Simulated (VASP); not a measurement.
Os: relaxation of cell and atoms with PBEsol

Crystal: Os.

```xyz
1
Lattice="1.5200 1.5200 1.5200 -1.5200 1.5200 1.5200 -1.5200 -1.5200 1.5200" Properties=species:S:1:pos:R:3 pbc="T T T"
Os    0.0000    0.0000    0.0000
```

```
Program                : VASP 6.6.1
Task                   : relaxation of cell and atoms
Functional             : PBEsol
Potentials or basis    : VASP PAW PBE potentials, release 64 (Os)
Cutoff                 : 600 eV
k mesh                 : 10 × 10 × 10
Occupations            : methfessel-paxton, width 0.05 eV
Spin                   : no spin polarisation
Dipole correction      : no
Further INCAR settings : ALGO = Normal; EDIFF = 1e-06; IBRION = 2; EDIFFG = -0.03; NSW = 80; ISIF = 3
```

The relaxed volume is 14.38 Å³/atom, the relaxed cell is a = 2.653 Å, b = 2.653 Å, c = 2.653 Å, α = 70.53°, β = 109.47°, γ = 70.53° and the space group after relaxing (to 0.05 Å) is Im-3m (No. 229). The energy gained by relaxing is 9.7 meV/atom and the ionic steps are 4. The pressure after relaxing is 0.0 GPa and the band gap on the k mesh is zero (band 4 reaches 11.64 eV, above the bottom of band 5 at 7.41 eV).

Step by step:
```
step  energy change (eV)  largest force (eV/Å)  pressure (GPa)  volume (Å³)
   1              0.0000                0.0000            9.67        14.05
   2              0.1427                0.0000          -30.21        15.84
   3             -0.0097                0.0000           -0.42        14.39
   4             -0.0097                0.0000           -0.02        14.38
```

Final structure:
```cif
data_structure
_symmetry_space_group_name_H-M 'P 1'
_symmetry_Int_Tables_number 1
_cell_length_a 2.6532
_cell_length_b 2.6532
_cell_length_c 2.6532
_cell_angle_alpha 70.529
_cell_angle_beta 109.471
_cell_angle_gamma 70.529
_cell_volume 14.38
loop_
_atom_site_label
_atom_site_type_symbol
_atom_site_fract_x
_atom_site_fract_y
_atom_site_fract_z
_atom_site_occupancy
Os1 Os 0.00000 0.00000 0.00000 1
```

Levels at points of the mesh, in eV from the Fermi level:
```tsv
k point	band 2	band 3	band 4	band 5	band 6	band 7
(0.00, 0.00, 0.00)	-3.39	-3.39	-3.39	-0.09	-0.09	16.23
(0.50, 0.00, 0.00)	-5.48	-0.25	-0.23	0.56	3.29	9.05
(0.50, 0.50, 0.50)	-7.44	2.45	2.45	2.45	7.88	7.88
```

Wall time 14 s on 1 thread of Intel(R) Xeon(R) Platinum 8259CL CPU @ 2.50GHz (Skylake/Cascade Lake) (shared host), peak memory 0.15 GiB.

Caveat: the PAW data sets were made with another functional, which shifts forces and pressure a little; spin-orbit coupling is left out, which moves the levels of the heavy elements.
